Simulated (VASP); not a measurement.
# Lu3Au (Pm-3n) in VASP: single point with PBE

Aim: the single point of Lu3Au with PBE.

Everything below comes from runs of VASP 6.6.1. Logs are shortened: lines on timing, memory, paths and dates and some standing lists are left out, and cuts for length are marked.

## (1) The cell of the first run

Symmetry: Pm-3n, No. 223, cubic system. Conventional cell: a = 5.830 Å, b = 5.830 Å, c = 5.830 Å, α = 90.00°, β = 90.00°, γ = 90.00°. Lu (site symmetry -4m2) has 10 Lu at 2.91 to 3.57 Å and 4 Au at 3.26 Å within 3.8 Å. Within 4.3 Å of Au (site symmetry m-3) lie 12 Lu at 3.26 Å.

The cell was built from a structure type or drawn by symmetry, and may not be a known phase.

## (2) Single point, PBE

Contents of INCAR:

```
ALGO = Fast
EDIFF = 1E-6
ENCUT = 520
GGA = PE
ISIF = 2
ISMEAR = 0
LASPH = True
LCHARG = True
LELF = True
LREAL = False
LVHAR = True
LWAVE = False
NBANDS = 96
NELM = 80
PREC = Accurate
SIGMA = 0.1
```

Contents of KPOINTS:

```
k-points
0
Gamma
  6 6 6
```

Contents of POSCAR:

```
Lu3Au
1.0
    5.8295734719      0.0000000000      0.0000000000
    0.0000000000      5.8295734719      0.0000000000
    0.0000000000      0.0000000000      5.8295734719
Lu Au
6 2
Direct
    0.2500000000      0.0000000000      0.5000000000
    0.5000000000      0.7500000000      0.0000000000
    0.7500000000      0.0000000000      0.5000000000
    0.5000000000      0.2500000000      0.0000000000
    0.0000000000      0.5000000000      0.7500000000
    0.0000000000      0.5000000000      0.2500000000
    0.0000000000      0.0000000000      0.0000000000
    0.5000000000      0.5000000000      0.5000000000
```

Potentials or basis: VASP PAW PBE potentials, release 64 (Lu, Au).

Started as:

```sh
cat potpaw_PBE.64/Lu/POTCAR potpaw_PBE.64/Au/POTCAR > POTCAR
mpirun -np 1 vasp_std > vasp.out
```

OUTCAR:

```text
EDIFF = 1E-6
   ENCUT = 520
   GGA = PE
   ISIF = 2
   ISMEAR = 0
   LASPH = True
   LREAL = False
   NELM = 80
   PREC = Accurate

 ion  position               nearest neighbor table
   1  0.250  0.000  0.500-   3 2.91   3 2.91   8 3.26   7 3.26   8 3.26   7 3.26   4 3.57   2 3.57
                             4 3.57   5 3.57   5 3.57   6 3.57   6 3.57   2 3.57
   2  0.500  0.750  0.000-   4 2.91   4 2.91   8 3.26   8 3.26   7 3.26   7 3.26   1 3.57   1 3.57
                             3 3.57   5 3.57   6 3.57   5 3.57   6 3.57   3 3.57
   3  0.750  0.000  0.500-   1 2.91   1 2.91   8 3.26   7 3.26   8 3.26   7 3.26   4 3.57   2 3.57
                             4 3.57   5 3.57   5 3.57   6 3.57   6 3.57   2 3.57
   4  0.500  0.250  0.000-   2 2.91   2 2.91   8 3.26   8 3.26   7 3.26   7 3.26   3 3.57   1 3.57
                             3 3.57   5 3.57   6 3.57   5 3.57   6 3.57   1 3.57
   5  0.000  0.500  0.750-   6 2.91   6 2.91   8 3.26   7 3.26   7 3.26   8 3.26   3 3.57   4 3.57
                             1 3.57   3 3.57   1 3.57   2 3.57   4 3.57   2 3.57
   6  0.000  0.500  0.250-   5 2.91   5 2.91   8 3.26   7 3.26   7 3.26   8 3.26   3 3.57   4 3.57
                             1 3.57   3 3.57   1 3.57   2 3.57   4 3.57   2 3.57
   7  0.000  0.000  0.000-   1 3.26   2 3.26   3 3.26   4 3.26   5 3.26   6 3.26   1 3.26   3 3.26
                             5 3.26   6 3.26   2 3.26   4 3.26
   8  0.500  0.500  0.500-   1 3.26   2 3.26   3 3.26   4 3.26   5 3.26   6 3.26   2 3.26   4 3.26
                             1 3.26   3 3.26   5 3.26   6 3.26

  LATTYP: Found a simple cubic cell.
 ALAT       =     5.8295734719

  Lattice vectors:

 A1 = (   5.8295734719,   0.0000000000,   0.0000000000)
 A2 = (   0.0000000000,   5.8295734719,   0.0000000000)
 A3 = (   0.0000000000,   0.0000000000,   5.8295734719)

Analysis of symmetry for initial positions (statically):
=====================================================================
 Subroutine PRICEL returns:
 Original cell was already a primitive cell.

 Routine SETGRP: Setting up the symmetry group for a
 simple cubic supercell.

 Subroutine GETGRP returns: Found 48 space group operations
 (whereof 24 operations were pure point group operations)
 out of a pool of 48 trial point group operations.

The static configuration has the point symmetry T_h .
 The point group associated with its full space group is O_h .

Analysis of symmetry for dynamics (positions and initial velocities):
=====================================================================
 Subroutine PRICEL returns:
 Original cell was already a primitive cell.

 Routine SETGRP: Setting up the symmetry group for a
 simple cubic supercell.

[... 123 lines left out ...]
   NELECT =     172.0000    total number of electrons
   NUPDOWN=      -1.0000    fix difference up-down
   EMIN   =  10.00;   EMAX   =-10.00  energy-range for DOS
   EFERMI =   0.00;   METHOD = LEGACY
   ISMEAR =     0;   SIGMA  =   0.10  broadening in eV -4-tet -1-fermi 0-gaus
   EFERMI_NEDOS =   21; number of points for ismear=-14 and -15
   IALGO  =     68    algorithm
   IMIX   =      4    mixing-type and parameters
     AMIX     =   0.40;   BMIX     =  1.00
     AMIX_MAG =   1.60;   BMIX_MAG =  1.00
  volume/ion in A,a.u.               =      24.76       167.12
  Fermi-wavevector in a.u.,A,eV,Ry     =   1.561760  2.951298 33.185878  2.439093
  Thomas-Fermi vector in A             =   2.664778
   LORBIT       =      0    0 simple, 1 ext, 2 COOP (PROOUT), +10 PAW based schemes
   GGA     = PE    functional components
   LHFCALC =     F    Hartree Fock is set to
   AEXX    =    0.0000 exact exchange contribution
   IVDW    =     0    specifies the selected vdW correction
   LEPSILON=     F    determine dielectric tensor
   LRPA    =     F    only Hartree local field effects (RPA)
 non-spin polarized calculation
 RMM-DIIS sequential band-by-band and
 Gauss-broadening in eV      SIGMA  =   0.10
  energy-cutoff  :      520.00
  volume of cell :      198.11
 maximum number of plane-waves:      5400
 NGX is ok and might be reduce to    48
   NGX = 21   NGY = 21   NGZ = 21

 number of electron     172.0000088 magnetization

 Free energy of the ion-electron system (eV)
  ---------------------------------------------------
  ext. energy  EPLUGINS =         0.00000000
  ---------------------------------------------------
  free energy    TOTEN  =       -35.35323062 eV

  energy without entropy =      -35.30194024  energy(sigma->0) =      -35.32758543

 E-fermi :   3.6808     XC(G=0): -11.2702

 val. band max:        3.6709681429   @ k =   0.5000   0.3333   0.1667
 cond. band min:       3.6884459138   @ k =   0.3333   0.0000   0.0000
 fundamental gap:      0.0174777708
 Fermi energy:         3.6808011828

 k-point     1 :       0.0000    0.0000    0.0000
  band No.  band energies     occupation
      1     -52.5585      2.00000
      2     -52.5400      2.00000
      3     -52.5400      2.00000
      4     -52.4616      2.00000
      5     -52.4616      2.00000
      6     -52.4616      2.00000
[... 1969 lines left out ...]
     95       5.8685      0.00000
     96       5.8692      0.00000

------------------------ aborting loop because EDIFF is reached ----------------------------------------

  FORCE on cell =-STRESS in cart. coord.  units (eV):
  Direction    XX          YY          ZZ          XY          YZ          ZX
  --------------------------------------------------------------------------------------
  -------------------------------------------------------------------------------------
  Total       -0.4735063     -0.4735063     -0.4735063     -0.0000000      0.0000000      0.0000000
  in kB       -3.8293587     -3.8293587     -3.8293587     -0.0000000      0.0000000      0.0000000
  external PRESSURE =      -3.8293587 kB  Pullay stress =       0.0000000 kB

 VOLUME and BASIS-vectors are now :
 -----------------------------------------------------------------------------
  energy-cutoff  :      520.00
  volume of cell :      198.11
      direct lattice vectors                 reciprocal lattice vectors
     5.829573472  0.000000000  0.000000000     0.171539137  0.000000000  0.000000000
     0.000000000  5.829573472  0.000000000     0.000000000  0.171539137  0.000000000
     0.000000000  0.000000000  5.829573472     0.000000000  0.000000000  0.171539137

 POSITION                                       TOTAL-FORCE (eV/Angst)
 -----------------------------------------------------------------------------------
      1.45739      0.00000      2.91479        -0.000000     -0.000000     -0.000000
      2.91479      4.37218      0.00000         0.000000      0.000000      0.000000
      4.37218      0.00000      2.91479         0.000000      0.000000      0.000000
      2.91479      1.45739      0.00000        -0.000000     -0.000000     -0.000000
      0.00000      2.91479      4.37218         0.000000     -0.000000      0.000000
      0.00000      2.91479      1.45739        -0.000000      0.000000     -0.000000
      0.00000      0.00000      0.00000        -0.000000      0.000000     -0.000000
      2.91479      2.91479      2.91479        -0.000000      0.000000     -0.000000
 -----------------------------------------------------------------------------------
    total drift:                                0.000000     -0.000000      0.000000

  FREE ENERGIE OF THE ION-ELECTRON SYSTEM (eV)
  ---------------------------------------------------
  free  energy   TOTEN  =       -35.3532306188 eV

  energy  without entropy=      -35.3019402414  energy(sigma->0) =      -35.32758543
```

stdout:

```text
POSCAR found type information on POSCAR LuAu
 POSCAR found :  2 types and       8 ions
 scaLAPACK will be used
 LDA part: xc-table for (Slater+PW92), standard interpolation
 POSCAR, INCAR and KPOINTS ok, starting setup
 FFT: planning ... GRIDC
 FFT: planning ... GRID_SOFT
 FFT: planning ... GRID
 WAVECAR not read
 entering main loop
WARNING in EDDRMM: call to ZHEGV failed, returncode =   8  4     73
WARNING in EDDRMM: call to ZHEGV failed, returncode =   8  4     70
WARNING in EDDRMM: call to ZHEGV failed, returncode =   8  4     71
WARNING in EDDRMM: call to ZHEGV failed, returncode =   6  3     72
WARNING in EDDRMM: call to ZHEGV failed, returncode =   6  3     72
WARNING in EDDRMM: call to ZHEGV failed, returncode =   6  3     77
WARNING in EDDRMM: call to ZHEGV failed, returncode =   6  3     78
WARNING in EDDRMM: call to ZHEGV failed, returncode =   6  3     70
WARNING in EDDRMM: call to ZHEGV failed, returncode =   6  3     86
```

Run time: 46 min. Hardware: 1 thread of Intel Xeon Platinum 8259CL at 2.50GHz (Skylake/Cascade Lake), shared host; peak memory 0.51 GiB.

What came out:

```
Free energy            : -35.3532 eV
Pressure               : -0.4 GPa
Band gap on the k mesh : zero (bands 86 and 87 overlap by 1.17 eV)
```

Caveat: spin-orbit coupling is left out, which moves the levels of the heavy elements.
